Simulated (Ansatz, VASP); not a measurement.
One calculation of SrSn2As2, two programs

```
CELL_PARAMETERS angstrom
9.23404 0.00000 0.00000
8.27705 4.09363 0.00000
8.27705 1.93496 3.60746
ATOMIC_POSITIONS crystal
Sr 0.79180 0.79180 0.79180
Sn 0.00000 0.00000 0.00000
Sn 0.58310 0.58310 0.58310
As 0.38480 0.38480 0.38480
As 0.20000 0.20000 0.20000
```

Alike in both runs: task single point; functional LDA; k mesh 6 × 6 × 6; no spin polarisation.

|  | VASP | Ansatz |
| --- | --- | --- |
| version | VASP 6.6.1 | Ansatz 0.2.0 |
| potentials or method | VASP PAW LDA potentials, release 64 (Sr_sv, Sn_d, As) | plane waves, PAW |
| plane-wave cutoff (eV) | 520 | 420 |
| occupations | gaussian, width 0.01 eV | fixed |
| valence electrons in the cell | 48 | 68 |

|  | VASP | Ansatz | Ansatz less VASP |
| --- | --- | --- | --- |
| gap on the k mesh at the Fermi level (eV) | 0.13 | 0.13 | +0.006 |
| pressure (GPa) | -1.6 | -1.8 | -0.16 |
| traceless stress, the component that is largest in VASP (GPa) | -0.37 | -0.36 | +0.007 |
| rms of the force components (eV/Å) | 0.061 | 0.064 | +0.0030 |

LDA's correlation is that of Perdew and Zunger in VASP and of Perdew and Wang (1992) in Ansatz. Atom by atom the forces differ by 0.011 eV/Å (rms over components). VASP's potentials hold 48 valence electrons a cell and Ansatz's 68, so a difference there can come from the potentials and not from the codes. Ansatz's warnings: stress scf threshold loose.
